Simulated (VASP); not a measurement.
Crystal: B.

```
CELL_PARAMETERS angstrom
0.00000 1.48534 1.48534
1.48534 0.00000 1.48534
1.48534 1.48534 0.00000
ATOMIC_POSITIONS crystal
B 0.00000 0.00000 0.00000
```

- Program: VASP 6.6.1
- Task: relaxation of cell and atoms
- Functional: revPBE
- Potentials or basis: VASP PAW PBE potentials, release 64 (B)
- Cutoff: 600 eV
- k mesh: 18 × 18 × 18
- Occupations: fermi-dirac, width 0.1 eV
- Spin: no spin polarisation

At the start: pressure -20.9 GPa; volume 6.55 Å³/atom.

Q: How do energy, volume and symmetry change on relaxing?

A: Over 3 steps the energy falls by 42.1 meV/atom and the volume is 5.96 Å³/atom (-9.1 %); space group Fm-3m (No. 225, to 0.05 Å).

The path:
```csv
step,energy change (eV),largest force (eV/Å),pressure (GPa),volume (Å³)
1,0.0000,0.0000,-20.94,6.55
2,-0.0373,0.0000,8.78,5.77
3,-0.0421,0.0000,0.05,5.96
```

Final structure:
```xyz
1
Lattice="0.0000 1.4388 1.4388 1.4388 0.0000 1.4388 1.4388 1.4388 0.0000" Properties=species:S:1:pos:R:3 pbc="T T T"
B     0.0000    0.0000    0.0000
```

Caveat: the PAW data sets were made with another functional, which shifts forces and pressure a little.
